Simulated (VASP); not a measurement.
# MgC2 (Fm-3m) in VASP: a series of runs

MgC2 is run at these levels: PBEsol; tasks: single point, relaxation of cell and atoms.

Everything below comes from runs of VASP 6.6.1. Logs are shortened: lines on timing, memory, paths and dates and some standing lists are left out, and cuts for length are marked.

## 1. The cell of the first run

It takes space group Fm-3m (No. 225, cubic). The conventional cell has a = 4.819 Å, b = 4.819 Å, c = 4.819 Å, α = 90.00°, β = 90.00°, γ = 90.00°. Within 2.8 Å of Mg (site symmetry m-3m) lie 8 C at 2.09 Å. C (site symmetry -43m) has 4 Mg at 2.09 Å and 6 C at 2.41 Å within 2.8 Å.

## 2. Single point, PBEsol

Contents of INCAR:

```
SYSTEM = MgC2
ALGO = Normal
EDIFF = 1E-6
ENCUT = 600
GGA = PS
GGA_COMPAT = .False.
ISIF = 2
ISMEAR = 1
LASPH = .True.
LCHARG = .False.
LREAL = .False.
LWAVE = .False.
NBANDS = 12
NELM = 120
PREC = Accurate
SIGMA = 0.01
```

Contents of KPOINTS:

```
k-points
0
Gamma
  4 4 4
  0 0 0
```

Contents of POSCAR:

```
MgC2
1.0
    0.0000000000      2.4092500042      2.4092500042
    2.4092500042      0.0000000000      2.4092500042
    2.4092500042      2.4092500042      0.0000000000
Mg C
1 2
Direct
    0.0000000000      0.0000000000      0.0000000000
    0.2500000000      0.2500000000      0.2500000000
    0.7500000000      0.7500000000      0.7500000000
```

Potentials or basis: VASP PAW PBE potentials, release 64 (Mg, C).

The run is started by

```
> cat potpaw_PBE.64/Mg/POTCAR potpaw_PBE.64/C/POTCAR > POTCAR
> mpirun -np 1 vasp_std > vasp.out
```

OUTCAR:

```text
SYSTEM = MgC2
   EDIFF = 1E-6
   ENCUT = 600
   GGA = PS
   ISIF = 2
   ISMEAR = 1
   LASPH = .True.
   LREAL = .False.
   NELM = 120
   PREC = Accurate

 ion  position               nearest neighbor table
   1  0.000  0.000  0.000-   3 2.09   3 2.09   3 2.09   2 2.09   2 2.09   2 2.09   3 2.09   2 2.09

   2  0.250  0.250  0.250-   1 2.09   1 2.09   1 2.09   1 2.09
   3  0.750  0.750  0.750-   1 2.09   1 2.09   1 2.09   1 2.09

  LATTYP: Found a face centered cubic cell.
 ALAT       =     4.8185000084

  Lattice vectors:

 A1 = (   0.0000000000,   2.4092500042,   2.4092500042)
 A2 = (   2.4092500042,   0.0000000000,   2.4092500042)
 A3 = (   2.4092500042,   2.4092500042,   0.0000000000)

Analysis of symmetry for initial positions (statically):
=====================================================================
 Subroutine PRICEL returns:
 Original cell was already a primitive cell.

 Routine SETGRP: Setting up the symmetry group for a
 face centered cubic supercell.

 Subroutine GETGRP returns: Found 48 space group operations
 (whereof 48 operations were pure point group operations)
 out of a pool of 48 trial point group operations.

The static configuration has the point symmetry O_h .

Analysis of symmetry for dynamics (positions and initial velocities):
=====================================================================
 Subroutine PRICEL returns:
 Original cell was already a primitive cell.

 Routine SETGRP: Setting up the symmetry group for a
 face centered cubic supercell.

 Subroutine GETGRP returns: Found 48 space group operations
 (whereof 48 operations were pure point group operations)
 out of a pool of 48 trial point group operations.

The dynamic configuration has the point symmetry O_h .

 Subroutine INISYM returns: Found 48 space group operations
 (whereof 48 operations are pure point group operations),
 and found     1 'primitive' translations

----------------------------------------------------------------------------------------

                                     Primitive cell

  volume of cell :      27.9689

  direct lattice vectors                    reciprocal lattice vectors
     0.000000000  2.409250004  2.409250004    -0.207533464  0.207533464  0.207533464
     2.409250004  0.000000000  2.409250004     0.207533464 -0.207533464  0.207533464
     2.409250004  2.409250004  0.000000000     0.207533464  0.207533464 -0.207533464

  length of vectors
     3.407194031  3.407194031  3.407194031     0.359458505  0.359458505  0.359458505

  position of ions in fractional coordinates (direct lattice)
     0.000000000  0.000000000  0.000000000
     0.250000000  0.250000000  0.250000000
     0.750000000  0.750000000  0.750000000

  ion indices of the primitive-cell ions
   primitive index   ion index
                 1           1
                 2           2
                 3           3

----------------------------------------------------------------------------------------

 KPOINTS: k-points

Automatic generation of k-mesh.
 Grid dimensions read from file:
 generate k-points for:    4    4    4

 Generating k-lattice:

  Cartesian coordinates                     Fractional coordinates (reciprocal lattice)
    -0.051883366  0.051883366  0.051883366     0.250000000  0.000000000  0.000000000
     0.051883366 -0.051883366  0.051883366     0.000000000  0.250000000  0.000000000
     0.051883366  0.051883366 -0.051883366     0.000000000  0.000000000  0.250000000

  Length of vectors
     0.089864626  0.089864626  0.089864626

  Shift w.r.t. Gamma in fractional coordinates (k-lattice)
     0.000000000  0.000000000  0.000000000

 Subroutine IBZKPT returns following result:
 ===========================================

 Found      8 irreducible k-points:

 Following reciprocal coordinates:
            Coordinates               Weight
  0.000000  0.000000  0.000000      1.000000
  0.250000  0.000000  0.000000      8.000000
  0.500000  0.000000  0.000000      4.000000
  0.250000  0.250000  0.000000      6.000000
  0.500000  0.250000  0.000000     24.000000
 -0.250000  0.250000  0.000000     12.000000
  0.500000  0.500000  0.000000      3.000000
 -0.250000  0.500000  0.250000      6.000000
   k-points           NKPTS =      8   k-points in BZ     NKDIM =      8   number of bands    NBANDS=     12
   number of dos      NEDOS =    301   number of ions     NIONS =      3
   total plane-waves  NPLWV =  21952
   dimension x,y,z NGX =    28 NGY =   28 NGZ =   28
   dimension x,y,z NGXF=    56 NGYF=   56 NGZF=   56
   ions per type =               1   2
   NGX,Y,Z   is equivalent  to a cutoff of  13.66, 13.66, 13.66 a.u.
   NGXF,Y,Z  is equivalent  to a cutoff of  27.32, 27.32, 27.32 a.u.
 SYSTEM =  MgC2
   PREC   = accura    normal or accurate (medium, high low for compatibility)
   ISTART =      0    job   : 0-new  1-cont  2-samecut
   ICHARG =      2    charge: 1-file 2-atom 10-const
   ISPIN  =      1    spin polarized calculation?
   LNONCOLLINEAR =      F non collinear calculations
   LSORBIT =      F    spin-orbit coupling
   LASPH  =      T    aspherical Exc in radial PAW
   ENCUT  =  600.0 eV  44.10 Ry    6.64 a.u.   6.81  6.81  6.81*2*pi/ulx,y,z
   NELM   =    120;   NELMIN=  2; NELMDL= -5     # of ELM steps
   EDIFF  = 0.1E-05   stopping-criterion for ELM
   LREAL  =      F    real-space projection
   EDIFFG = 0.1E-04   stopping-criterion for IOM
   NSW    =      0    number of steps for IOM
   IBRION =     -1    ionic relax: 0-MD 1-quasi-New 2-CG
   NFREE  =      0    steps in history (QN), initial steepest desc. (CG)
   ISIF   =      2    stress and relaxation
   ISYM   =      2    0-nonsym 1-usesym 2-fastsym
   POTIM  = 0.5000    time-step for ionic-motion
   TEBEG  =    0.0;   TEEND  =   0.0 temperature during run
   PSTRESS=    0.0 pullay stress
   NELECT =      10.0000    total number of electrons
   NUPDOWN=      -1.0000    fix difference up-down
   EMIN   =  10.00;   EMAX   =-10.00  energy-range for DOS
   EFERMI =   0.00;   METHOD = LEGACY
   ISMEAR =     1;   SIGMA  =   0.01  broadening in eV -4-tet -1-fermi 0-gaus
   EFERMI_NEDOS =   21; number of points for ismear=-14 and -15
   IALGO  =     38    algorithm
   IMIX   =      4    mixing-type and parameters
     AMIX     =   0.40;   BMIX     =  1.00
     AMIX_MAG =   1.60;   BMIX_MAG =  1.00
  volume/ion in A,a.u.               =       9.32        62.91
  Fermi-wavevector in a.u.,A,eV,Ry     =   1.161938  2.195744 18.369225  1.350100
  Thomas-Fermi vector in A             =   2.298505
   LORBIT       =      0    0 simple, 1 ext, 2 COOP (PROOUT), +10 PAW based schemes
   GGA     = PS    functional components
   LHFCALC =     F    Hartree Fock is set to
   AEXX    =    0.0000 exact exchange contribution
   IVDW    =     0    specifies the selected vdW correction
   LEPSILON=     F    determine dielectric tensor
   LRPA    =     F    only Hartree local field effects (RPA)
 non-spin polarized calculation
 Methfessel and Paxton  Order N= 1 SIGMA  =   0.01
  energy-cutoff  :      600.00
  volume of cell :       27.97
 maximum number of plane-waves:       950
   NGX = 13   NGY = 13   NGZ = 13

 number of electron      10.0000000 magnetization

 Free energy of the ion-electron system (eV)
  ---------------------------------------------------
  ext. energy  EPLUGINS =         0.00000000
  ---------------------------------------------------
  free energy    TOTEN  =       -13.55879724 eV

  energy without entropy =      -13.55852679  energy(sigma->0) =      -13.55870709

 E-fermi :   5.0554     XC(G=0): -11.4766

 val. band max:        4.4519905422   @ k =   0.2500   0.0000   0.0000
 cond. band min:       5.0597560860   @ k =  -0.2500   0.5000   0.2500
 fundamental gap:      0.6077655438
 Fermi energy:         5.0553898205

 k-point     1 :       0.0000    0.0000    0.0000
  band No.  band energies     occupation
      1      -9.3574      2.00000
      2       0.7735      2.00000
      3       2.9373      2.00000
      4       2.9373      2.00000
      5       2.9373      2.00000
      6       7.8798      0.00000
      7       7.8798      0.00000
      8       7.8798      0.00000
      9      15.1713      0.00000
     10      15.1713      0.00000
     11      15.1713      0.00000
     12      18.0709      0.00000

 k-point     2 :       0.2500    0.0000    0.0000
  band No.  band energies     occupation
      1      -8.4016      2.00000
      2      -2.0638      2.00000
      3       3.2275      2.00000
      4       3.2275      2.00000
      5       4.4520      2.00000
      6       6.3758      0.00000
      7       6.3758      0.00000
      8       6.9232      0.00000
      9      15.4966      0.00000
     10      16.7500      0.00000
     11      16.7500      0.00000
     12      19.9071      0.00000

 k-point     3 :       0.5000    0.0000    0.0000
  band No.  band energies     occupation
      1      -5.8180      2.00000
      2      -5.6639      2.00000
      3       4.2381      2.00000
      4       4.2381      2.00000
      5       4.4351      2.00000
      6       4.4351      2.00000
      7       5.4506      0.00000
      8       5.6208      0.00000
      9      17.4622      0.00000
     10      19.9226      0.00000
     11      20.3628      0.00000
     12      20.3628      0.00000

 k-point     4 :       0.2500    0.2500    0.0000
  band No.  band energies     occupation
      1      -8.1015      2.00000
      2      -1.5867      2.00000
      3       1.9437      2.00000
      4       1.9437      2.00000
      5       3.0213      2.00000
      6       6.8700      0.00000
      7       8.3487      0.00000
      8       8.3487      0.00000
      9      12.8533      0.00000
     10      18.8386      0.00000
     11      18.8386      0.00000
     12      19.5736      0.00000

 k-point     5 :       0.5000    0.2500    0.0000
  band No.  band energies     occupation
      1      -6.1392      2.00000
      2      -4.0673      2.00000
      3       0.5823      2.00000
      4       2.0061      2.00000
      5       2.4503      2.00000
      6       7.3435      0.00000
      7       7.8050      0.00000
      8       8.6457      0.00000
      9      14.0224      0.00000
     10      19.7784      0.00000
     11      21.2714      0.00000
     12      22.1075      0.00000

 k-point     6 :      -0.2500    0.2500    0.0000
  band No.  band energies     occupation
      1      -6.8997      2.00000
      2      -3.6208      2.00000
      3       0.6126      2.00000
      4       3.5988      2.00000
      5       4.1985      2.00000
      6       5.2718      0.00000
      7       6.4019      0.00000
      8       8.8744      0.00000
      9      15.8257      0.00000
     10      17.7485      0.00000
     11      19.2901      0.00000
     12      21.0450      0.00000

 k-point     7 :       0.5000    0.5000    0.0000
  band No.  band energies     occupation
      1      -5.7560      2.00000
      2      -2.6746      2.00000
      3      -1.4644      2.00000
      4       1.1766      2.00000
      5       1.1766      2.00000
      6       8.8821      0.00000
      7       8.8821      0.00000
      8      10.1176      0.00000
      9      11.4802      0.00000
     10      21.9724      0.00000
     11      22.3785      0.00000
     12      23.8850      0.00000

 k-point     8 :      -0.2500    0.5000    0.2500
  band No.  band energies     occupation
      1      -4.6864      2.00000
      2      -4.6864      2.00000
      3      -0.3692      2.00000
      4      -0.3639      2.00000
      5       5.0598      0.33333
      6       5.0598      0.33333
      7       9.2757      0.00000
      8       9.6444      0.00000
      9      14.8314      0.00000
     10      16.7612      0.00000
     11      23.6263      0.00000
     12      23.6263      0.00000

------------------------ aborting loop because EDIFF is reached ----------------------------------------

  FORCE on cell =-STRESS in cart. coord.  units (eV):
  Direction    XX          YY          ZZ          XY          YZ          ZX
  --------------------------------------------------------------------------------------
  -------------------------------------------------------------------------------------
  Total        3.6051988      3.6051988      3.6051988      0.0000000      0.0000000      0.0000000
  in kB      206.5209917    206.5209917    206.5209917      0.0000000      0.0000000      0.0000000
  external PRESSURE =     206.5209917 kB  Pullay stress =       0.0000000 kB

 VOLUME and BASIS-vectors are now :
 -----------------------------------------------------------------------------
  energy-cutoff  :      600.00
  volume of cell :       27.97
      direct lattice vectors                 reciprocal lattice vectors
     0.000000000  2.409250004  2.409250004    -0.207533464  0.207533464  0.207533464
     2.409250004  0.000000000  2.409250004     0.207533464 -0.207533464  0.207533464
     2.409250004  2.409250004  0.000000000     0.207533464  0.207533464 -0.207533464

 POSITION                                       TOTAL-FORCE (eV/Angst)
 -----------------------------------------------------------------------------------
      0.00000      0.00000      0.00000         0.000000      0.000000      0.000000
      1.20463      1.20463      1.20463        -0.000000      0.000000     -0.000000
      3.61388      3.61388      3.61388         0.000000     -0.000000     -0.000000
 -----------------------------------------------------------------------------------
    total drift:                                0.000000      0.000000     -0.000000

  FREE ENERGIE OF THE ION-ELECTRON SYSTEM (eV)
  ---------------------------------------------------
  free  energy   TOTEN  =       -13.5587972414 eV

  energy  without entropy=      -13.5585267889  energy(sigma->0) =      -13.55870709
```

It took 7.9 s on 1 thread of Intel Xeon Platinum 8375C at 2.90GHz (Ice Lake), shared host; peak memory 0.14 GiB.

Results:

- Free energy: -13.5588 eV
- Pressure: 20.7 GPa
- Band gap on the k mesh: zero (bands 5 and 6 overlap by 0.62 eV)

Caveat: the k points lie up to 0.56 Å⁻¹ apart, too coarse for converged energies and pressures of a metal; the PAW data sets were made with another functional, which shifts forces and pressure a little.

## 3. Single point, PBEsol

This run uses another cell than the first one, of 8.89 Å³/atom.

Contents of INCAR:

```
ALGO     = Normal         # electronic algorithm
EDIFF    = 1E-6           # SCF threshold, eV
ENCUT    = 600            # plane-wave cutoff, eV
GGA      = PS             # functional
GGA_COMPAT= F            
ISIF     = 2              # what is computed and relaxed
ISMEAR   = 1              # smearing method
LASPH    = T              # aspherical terms in the spheres
LCHARG   = F              # write CHGCAR
LREAL    = F              # projectors in reciprocal space
LWAVE    = F              # write WAVECAR
NBANDS   = 12             # bands
NELM     = 120            # most SCF steps
PREC     = Accurate       # precision mode
SIGMA    = 0.01           # smearing width, eV
```

Contents of KPOINTS:

```
k-points
0
Gamma
  4 4 4
```

Contents of POSCAR:

```
MgC2
1.0
    0.0000000000      2.3712283933      2.3712283933
    2.3712283933      0.0000000000      2.3712283933
    2.3712283933      2.3712283933      0.0000000000
Mg C
1 2
Direct
    0.0000000000      0.0000000000      0.0000000000
    0.2500000000      0.2500000000      0.2500000000
    0.7500000000      0.7500000000      0.7500000000
```

Potentials or basis: VASP PAW PBE potentials, release 64 (Mg, C).

The run is started by

```
> cat potpaw_PBE.64/Mg/POTCAR potpaw_PBE.64/C/POTCAR > POTCAR
> mpirun -np 1 vasp_std > vasp.out
```

Wall time 8.8 s (1 thread of Intel Xeon Platinum 8375C at 2.90GHz (Ice Lake), shared host); peak memory 0.15 GiB.

Results (log left out):

* Free energy: -13.3491 eV
* Pressure: 31.0 GPa
* Band gap on the k mesh: zero (bands 5 and 6 overlap by 0.68 eV)

Levels at points of the mesh, in eV from the Fermi level:
| k point | band 1 | band 2 | band 3 | band 4 | band 5 | band 6 | band 7 | band 8 | band 9 | band 10 |
| --- | --- | --- | --- | --- | --- | --- | --- | --- | --- | --- |
| (0.00, 0.00, 0.00) | -14.81 | -4.04 | -2.28 | -2.28 | -2.28 | 2.94 | 2.94 | 2.94 | 10.31 | 10.31 |
| (0.50, 0.00, 0.00) | -11.12 | -10.97 | -0.93 | -0.93 | -0.67 | -0.67 | 0.54 | 0.67 | 12.67 | 15.54 |
| (0.50, 0.50, 0.00) | -11.01 | -7.76 | -6.83 | -4.08 | -4.08 | 3.98 | 3.98 | 5.30 | 6.49 | 17.59 |

Caveat: the k points lie up to 0.57 Å⁻¹ apart, too coarse for converged energies and pressures of a metal; the PAW data sets were made with another functional, which shifts forces and pressure a little.

## 4. Relaxation of cell and atoms, PBEsol

This run uses another cell than the first one, of 11.99 Å³/atom.

Contents of INCAR:

```
SYSTEM = MgC2
PREC = Accurate
ENCUT = 600
EDIFF = 1E-7
ISMEAR = 1
SIGMA = 0.01
LREAL = .FALSE.
LASPH = .TRUE.
NELM = 120
ALGO = Normal
ISIF = 3
LWAVE = .FALSE.
LCHARG = .FALSE.
GGA = PS
IBRION = 2
NSW = 80
EDIFFG = -0.03
GGA_COMPAT = .FALSE.
NELMIN = 4
```

Contents of KPOINTS:

```
Automatic mesh
0
G
  4 4 4
  0 0 0
```

Contents of POSCAR:

```
MgC2
1.0
    0.0000000000      2.6200000000      2.6200000000
    2.6200000000      0.0000000000      2.6200000000
    2.6200000000      2.6200000000      0.0000000000
Mg C
1 2
Direct
    0.0000000000      0.0000000000      0.0000000000
    0.2500000000      0.2500000000      0.2500000000
    0.7500000000      0.7500000000      0.7500000000
```

The run is started by

```
> cat potpaw_PBE.64/Mg/POTCAR potpaw_PBE.64/C/POTCAR > POTCAR
> mpirun -np 1 vasp_std > vasp.out
```

It took 17 s on 1 thread of Intel Xeon Platinum 8375C at 2.90GHz (Ice Lake), shared host; peak memory 0.16 GiB.

It converged, with:

```yaml
Free_energy: -13.7920 eV
Relaxed_volume: 10.65 Å³/atom
Relaxed_cell: a = 3.562 Å, b = 3.562 Å, c = 3.562 Å, α = 60.00°, β = 60.00°, γ = 60.00°
Space_group_after_relaxing_to_0.1_Å: Fm-3m (No. 225)
Energy_gained_by_relaxing: 47.9 meV/atom
Ionic_steps: 2
Pressure_after_relaxing: -0.2 GPa
Band_gap_on_the_k_mesh: zero (bands 5 and 6 overlap by 0.49 eV)
```

Step by step:
```csv
step,energy change (eV),largest force (eV/Å),pressure (GPa),volume (Å³)
1,0.0000,0.0000,-10.69,35.97
2,-0.1437,0.0000,-0.25,31.96
```

Final structure:
```
Mg C
1.0
     0.00000    2.51890    2.51890
     2.51890    0.00000    2.51890
     2.51890    2.51890    0.00000
Mg C
1 2
Direct
  0.00000 0.00000 0.00000
  0.25000 0.25000 0.25000
  0.75000 0.75000 0.75000
```

Levels at points of the mesh, in eV from the Fermi level:
| k point | band 1 | band 2 | band 3 | band 4 | band 5 | band 6 | band 7 | band 8 | band 9 |
| --- | --- | --- | --- | --- | --- | --- | --- | --- | --- |
| (0.00, 0.00, 0.00) | -13.37 | -4.90 | -1.72 | -1.72 | -1.72 | 2.51 | 2.51 | 2.51 | 9.59 |
| (0.50, 0.00, 0.00) | -10.24 | -10.10 | -0.54 | -0.54 | -0.48 | -0.48 | 0.03 | 0.33 | 11.68 |
| (0.50, 0.50, 0.00) | -10.30 | -7.67 | -5.71 | -3.36 | -3.36 | 3.42 | 3.42 | 4.45 | 6.23 |

Caveat: the k points lie up to 0.54 Å⁻¹ apart in the final cell; the PAW data sets were made with another functional, which shifts forces and pressure a little.

## 5. The runs side by side

```tsv
task	cell	gap on the mesh (eV)	pressure (GPa)
single point	a = 3.407 Å, angles 60.0°, 3 atoms	none	20.7
single point	a = 3.353 Å, angles 60.0°, 3 atoms	none	31.0
relaxation of cell and atoms	relaxed from a = 3.705 Å, angles 60.0°, 3 atoms	none	-0.2
```

Alike in all rows: level PBEsol; potentials or basis VASP PAW PBE potentials, release 64 (Mg, C); no spin polarisation; k mesh 4 × 4 × 4; cutoff (eV) 600; smearing methfessel-paxton 0.01 eV.

Caveats: all runs use coarse meshes; the PAW data sets were made with another functional, which shifts forces and pressure a little.

Total energies depend on the potentials used, so only differences within one code and one set of settings carry meaning.
